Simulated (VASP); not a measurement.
Here is a VASP 6.6.1 calculation.

Contents of INCAR:

```
SYSTEM = Si
PREC = Accurate
ENCUT = 520
EDIFF = 1E-6
ISMEAR = 0
SIGMA = 0.02
LREAL = .False.
LASPH = .True.
NELM = 100
ALGO = Normal
ISIF = 2
LWAVE = .False.
LCHARG = .False.
GGA = PS
NBANDS = 11
```

The input KPOINTS:

```
regular mesh
0
Gamma
  12 12 12
  0 0 0
```

File POSCAR:

```
Si
1.0
    0.0000000000      2.7169171024      2.7169171024
    2.7169171024      0.0000000000      2.7169171024
    2.7169171024      2.7169171024      0.0000000000
Si
2
Direct
    0.7500000000      0.7500000000      0.7500000000
    0.5000000000      0.5000000000      0.5000000000
```

Potentials or basis: VASP PAW PBE potentials, release 64 (Si).

Launch:

```bash
$ cat potpaw_PBE.64/Si/POTCAR > POTCAR
$ mpirun -np 1 vasp_std > vasp.out
```

Task: Estimate the band gap on the k mesh.

Result: 0.46 eV, indirect (least direct gap 2.52 eV).

Task: Predict the pressure.

Result: 0.1 GPa.

Caveat: the PAW data sets were made with another functional, which shifts forces and pressure a little. PBEsol gaps usually lie below the measured ones, often by a third to a half.
